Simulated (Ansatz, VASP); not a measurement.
One calculation of MgPt3N, two programs

Contents of INCAR:

```
SYSTEM = MgPt3N
PREC = Accurate ; ENCUT = 600
EDIFF = 1E-6 ; ISMEAR = 0
SIGMA = 0.1 ; LREAL = .FALSE.
LASPH = .TRUE. ; NELM = 100
ALGO = Normal ; ISIF = 3
LWAVE = .FALSE. ; LCHARG = .FALSE.
GGA = PE ; IBRION = 2
NSW = 100 ; EDIFFG = -0.01
```

The input KPOINTS:

```
regular mesh
0
G
  10 10 10
  0 0 0
```

Contents of POSCAR:

```
MgPt3N
1.0
    4.1983693474      0.0000000000      0.0000000000
    0.0000000000      4.1983693474      0.0000000000
    0.0000000000      0.0000000000      4.1983693474
Mg Pt N
1 3 1
Direct
    0.0000000000      0.0000000000      0.0000000000
    0.0000000000      0.5000000000      0.5000000000
    0.5000000000      0.5000000000      0.0000000000
    0.5000000000      0.0000000000      0.5000000000
    0.5000000000      0.5000000000      0.5000000000
```

Input for Ansatz:

```yaml
crystal:
  lattice:
    - [4.1983693474, 0.0, 0.0]
    - [0.0, 4.1983693474, 0.0]
    - [0.0, 0.0, 4.1983693474]
  atoms:
    - { symbol: Mg, position: [0.0, 0.0, 0.0] }
    - { symbol: Pt, position: [0.0, 0.5, 0.5] }
    - { symbol: Pt, position: [0.5, 0.5, 0.0] }
    - { symbol: Pt, position: [0.5, 0.0, 0.5] }
    - { symbol: "N", position: [0.5, 0.5, 0.5] }
basis:
  ecutwfc: 420
kpoints:
  mp_grid: { grid: [10, 10, 10] }
hamiltonian:
  xc: pbe
scf:
  occupations: { method: gaussian, width: 0.1 }
output:
  forces: true
  stress: true
  eigenvalues: true
relax:
  adjacent_minimum: "off"
  f_tol: 0.01
  max_steps: 80
  cell: { stress_tol: 0.05 }
```

Change from the starting cell: species swapped into the PrRh3C type (Pm-3m, No. 221).

Alike in both runs: task relaxation of cell and atoms; functional PBE; k mesh 10 × 10 × 10; occupations gaussian, width 0.1 eV; no spin polarisation.

|  | VASP | Ansatz |
| --- | --- | --- |
| version | VASP 6.6.1 | Ansatz 0.2.0 |
| potentials or method | VASP PAW PBE potentials, release 64 (Mg, Pt, N), cutoff 600 eV | scalar-relativistic, plane waves, PAW |
| valence electrons in the cell | 37 | 69 |

```tsv
	VASP	Ansatz	Ansatz less VASP
gap on the k mesh at the Fermi level, each at its own relaxed structure (eV)	none	none	-
relaxed volume (Å³/atom)	14.85	14.86	+0.014
relaxed length of the cell vector where the two differ most in proportion (Å)	4.203	4.204	+0.0014
```

A gap of «none» marks a metal or a gap that the smearing closes. VASP's potentials hold 37 valence electrons a cell and Ansatz's 69, so a difference there can come from the potentials and not from the codes.

Neither program's run includes spin-orbit coupling.
